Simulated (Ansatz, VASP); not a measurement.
Two plane-wave programs on Ga3Sb2As

```xyz
6
Lattice="4.2376 0.0000 0.0000 -2.1188 3.6698 0.0000 0.0000 0.0000 10.3552" Properties=species:S:1:pos:R:3 pbc="T T T"
As    0.0000    0.0000   -0.0039
Sb    0.0000    2.4466    3.3901
Sb    2.1188    1.2233    6.9639
Ga    0.0000    2.4466    0.7308
Ga    2.1188    1.2233    4.3212
Ga    0.0000    0.0000    7.8971
```

Alike in both runs: task single point; functional PBE; k mesh 12 × 12 × 4; occupations fermi-dirac, width 0.02 eV; no spin polarisation.

|  | VASP | Ansatz |
| --- | --- | --- |
| version | VASP 6.6.1 | Ansatz 0.2.0 |
| potentials or method | VASP PAW PBE potentials, release 64 (As, Sb, Ga_d) | plane waves, PAW |
| plane-wave cutoff (eV) | 520 | 420 |
| valence electrons in the cell | 54 | 84 |

VASP gave:

* pressure (GPa): 2.2
* traceless stress, the component that is largest in VASP (GPa): 0.17
* rms of the force components (eV/Å): 0.021

**Question.** Which values does Ansatz return?

**Answer.** Pressure (GPa): 2.1; traceless stress, the component that is largest in VASP (GPa): 0.16; rms of the force components (eV/Å): 0.019.

Atom by atom the forces differ by 0.001 eV/Å (rms over components). VASP's potentials hold 54 valence electrons a cell and Ansatz's 84, so a difference there can come from the potentials and not from the codes.

Spin-orbit coupling is off throughout.
